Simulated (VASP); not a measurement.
# C (P4/mmm) in VASP: a series of runs, part 2 of 2

VASP 6.6.1. Earlier steps stand in the parts before.

## 3. Relaxation of cell and atoms, PBE

This run uses another cell than the first one, of 5.71 Å³/atom.

INCAR reads:

```
  ALGO = Normal
  EDIFF = 1E-6
  EDIFFG = -0.01
  ENCUT = 600
  GGA = PE
  IBRION = 2
  ISIF = 3
  ISMEAR = 0
  LASPH = T
  LCHARG = F
  LREAL = F
  LWAVE = F
  NELM = 100
  NSW = 100
  PREC = Accurate
  SIGMA = 0.1
```

KPOINTS reads:

```
k-points
0
Gamma
  32 32 28
```

POSCAR reads:

```
C
1.0
    1.7002592782      0.0000000000      0.0000000000
    0.0000000000      1.7002592782      0.0000000000
    0.0000000000      0.0000000000      1.9750966860
C
1
Direct
    0.5000000000      0.5000000000      0.0000000000
```

Potentials or basis: VASP PAW PBE potentials, release 64 (C).

Started as:

```bash
cat potpaw_PBE.64/C/POTCAR > POTCAR
mpirun -np 1 vasp_std > vasp.out
```

OUTCAR:

```text
EDIFF = 1E-6
   EDIFFG = -0.01
   ENCUT = 600
   GGA = PE
   IBRION = 2
   ISIF = 3
   ISMEAR = 0
   LASPH = T
   LREAL = F
   NELM = 100
   NSW = 100
   PREC = Accurate

 ion  position               nearest neighbor table
   1  0.500  0.500  0.000-

  LATTYP: Found a simple tetragonal cell.
 ALAT       =     1.7002592782
 C/A-ratio  =     1.1616444100

  Lattice vectors:

 A1 = (   1.7002592782,   0.0000000000,   0.0000000000)
 A2 = (   0.0000000000,   1.7002592782,   0.0000000000)
 A3 = (   0.0000000000,   0.0000000000,   1.9750966860)

Analysis of symmetry for initial positions (statically):
=====================================================================
 Subroutine PRICEL returns:
 Original cell was already a primitive cell.

 Routine SETGRP: Setting up the symmetry group for a
 simple tetragonal supercell.

 Subroutine GETGRP returns: Found 16 space group operations
 (whereof 16 operations were pure point group operations)
 out of a pool of 16 trial point group operations.

The static configuration has the point symmetry D_4h.

Analysis of symmetry for dynamics (positions and initial velocities):
=====================================================================
 Subroutine PRICEL returns:
 Original cell was already a primitive cell.

 Routine SETGRP: Setting up the symmetry group for a
 simple tetragonal supercell.

 Subroutine GETGRP returns: Found 16 space group operations
 (whereof 16 operations were pure point group operations)
 out of a pool of 16 trial point group operations.

The dynamic configuration has the point symmetry D_4h.

 Subroutine INISYM returns: Found 16 space group operations
 (whereof 16 operations are pure point group operations),
 and found     1 'primitive' translations

----------------------------------------------------------------------------------------

                                     Primitive cell

  volume of cell :       5.7098

  direct lattice vectors                    reciprocal lattice vectors
[... 127 lines left out ...]
 number of electron       4.0000000 magnetization

 Free energy of the ion-electron system (eV)
  ---------------------------------------------------
  ext. energy  EPLUGINS =         0.00000000
  ---------------------------------------------------
  free energy    TOTEN  =        -6.50434783 eV

  energy without entropy =       -6.50328366  energy(sigma->0) =       -6.50381574

------------------------ aborting loop because EDIFF is reached ----------------------------------------

  FORCE on cell =-STRESS in cart. coord.  units (eV):
  Direction    XX          YY          ZZ          XY          YZ          ZX
  --------------------------------------------------------------------------------------
  -------------------------------------------------------------------------------------
  Total       -0.1160285     -0.1160285      0.1367694      0.0000000      0.0000000     -0.0000000
  in kB      -32.5579073    -32.5579073     38.3778662      0.0000000      0.0000000     -0.0000000
  external PRESSURE =      -8.9126495 kB  Pullay stress =       0.0000000 kB
[... 86 lines left out ...]
  FREE ENERGIE OF THE ION-ELECTRON SYSTEM (eV)
  ---------------------------------------------------
  free  energy   TOTEN  =        -6.5056607858 eV

  energy  without entropy=       -6.5046393062  energy(sigma->0) =       -6.50515005

 E-fermi :   9.9291     XC(G=0): -13.5060

 val. band max:        9.9289192361   @ k =   0.2812   0.0938   0.0714
 cond. band min:       9.9291943746   @ k =   0.3125   0.2812   0.2500
 fundamental gap:      0.0002751385
 Fermi energy:         9.9291374680

 k-point     1 :       0.0000    0.0000    0.0000
  band No.  band energies     occupation
      1     -11.5356      2.00000
      2      12.3294      0.00000
      3      22.5718      0.00000
      4      22.5718      0.00000
      5      26.6806      0.00000
      6      39.7872      0.00000
[... 199 lines left out ...]
 k-point    24 :       0.2188    0.0313    0.0000
  band No.  band energies     occupation
      1      -9.4580      2.00000
      2      13.1918      0.00000
      3      14.0479      0.00000
      4      23.5957      0.00000
      5      29.2875      0.00000
      6      43.8605      0.00000

 [... further k-points ...]

[... ionic steps 4 to 7 ...]

--------------------------------------- Ionic step        8  -------------------------------------------

 number of electron       4.0000000 magnetization

------------------------ aborting loop because EDIFF is reached ----------------------------------------
[... 65 lines left out ...]
--------------------------------------- Ionic step       10  -------------------------------------------

 number of electron       3.9999999 magnetization

 Free energy of the ion-electron system (eV)
  ---------------------------------------------------
  ext. energy  EPLUGINS =         0.00000000
  ---------------------------------------------------
  free energy    TOTEN  =        -6.50751085 eV

  energy without entropy =       -6.50642828  energy(sigma->0) =       -6.50696956

 E-fermi :  10.0921     XC(G=0): -13.5595

 val. band max:       10.0858618775   @ k =   0.4063   0.0938   0.3214
 cond. band min:      10.1004874295   @ k =   0.2188   0.2188   0.2143
 fundamental gap:      0.0146255520
 Fermi energy:        10.0920946054

 k-point     1 :       0.0000    0.0000    0.0000
  band No.  band energies     occupation
      1     -11.5138      2.00000
      2      12.6716      0.00000
      3      22.7325      0.00000
      4      22.7325      0.00000
      5      27.1420      0.00000
      6      39.9296      0.00000
[... 235 lines left out ...]
  FREE ENERGIE OF THE ION-ELECTRON SYSTEM (eV)
  ---------------------------------------------------
  free  energy   TOTEN  =        -6.5075108471 eV

  energy  without entropy=       -6.5064282815  energy(sigma->0) =       -6.50696956

 reached required accuracy - stopping structural energy minimisation
```

CONTCAR:

```text
C
   1.00000000000000
     1.6845842645426823    0.0000000000000000   -0.0000000000000000
     0.0000000000000000    1.6845842645426823    0.0000000000000000
     0.0000000000000001    0.0000000000000000    2.0485200921333715
  C
     1
Direct
     0.5000000000000000    0.5000000000000000    0.0000000000000000

  0.00000000E+00  0.00000000E+00  0.00000000E+00
```

Wall time 1.7 min (1 thread of Intel Xeon 6975P-C (Granite Rapids), shared host); peak memory 0.19 GiB.

What came out:

- Free energy: -6.5075 eV
- Relaxed volume: 5.81 Å³/atom
- Relaxed cell: a = 1.685 Å, b = 1.685 Å, c = 2.049 Å, α = 90.00°, β = 90.00°, γ = 90.00°
- Space group after relaxing (to 0.1 Å): P4/mmm (No. 123)
- Energy gained by relaxing: 3.2 meV/atom
- Ionic steps: 10
- Pressure after relaxing: -0.1 GPa
- Band gap on the k mesh: zero (bands 2 and 3 overlap by 8.65 eV)

Step by step:
```csv
step,energy change (eV),largest force (eV/Å),pressure (GPa),volume (Å³)
1,0.0000,0.0000,-0.89,5.71
2,-0.0013,0.0000,2.45,5.68
3,-0.0013,0.0000,3.07,5.68
4,-0.0023,0.0000,1.53,5.72
5,-0.0029,0.0000,0.11,5.77
6,-0.0027,0.0000,-2.39,5.87
7,-0.0031,0.0000,-0.83,5.81
8,-0.0031,0.0000,-1.01,5.82
9,-0.0031,0.0000,0.31,5.81
10,-0.0032,0.0000,-0.11,5.81
```

Final structure:
```
C
1.0
     1.68458    0.00000    0.00000
     0.00000    1.68458    0.00000
     0.00000    0.00000    2.04852
C
1
Direct
  0.50000 0.50000 0.00000
```

Levels at points of the mesh, in eV from the Fermi level:
```
           k point  band 1  band 2  band 3  band 4  band 5  band 6
(0.00, 0.00, 0.00)  -21.61    2.58   12.64   12.64   17.05   29.84
(0.50, 0.00, 0.00)  -11.70  -10.38    7.76   16.41   25.53   28.62
(0.50, 0.50, 0.00)   -4.69   -4.69    1.71   10.23   11.93   36.48
(0.00, 0.00, 0.50)  -16.14  -11.79   13.98   13.98   30.20   34.05
(0.50, 0.00, 0.50)   -8.50   -4.69   -3.79    8.02   17.37   40.96
(0.50, 0.50, 0.50)   -2.31   -2.31    2.80    8.44   15.85   19.01
```
